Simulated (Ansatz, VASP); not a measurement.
**Zr in VASP and in Ansatz**

```
Zr
1.0
     0.00000    2.26462    2.26462
     2.26462    0.00000    2.26462
     2.26462    2.26462    0.00000
Zr
1
Direct
  0.00000 0.00000 0.00000
```

Alike in both runs: task single point; functional PBE; k mesh 10 × 10 × 10; occupations gaussian, width 0.1 eV; no spin polarisation.

|  | VASP | Ansatz |
| --- | --- | --- |
| version | VASP 6.6.1 | Ansatz 0.2.0 |
| potentials or method | VASP PAW PBE potentials, release 64 (Zr_sv), cutoff 520 eV | scalar-relativistic, plane waves, PAW |
| valence electrons in the cell | 12 | 12 |

|  | VASP | Ansatz | Ansatz less VASP |
| --- | --- | --- | --- |
| gap on the k mesh at the Fermi level (eV) | none | none | - |
| pressure (GPa) | 0.1 | 0.0 | -0.02 |

A gap of «none» marks a metal or a gap that the smearing closes.
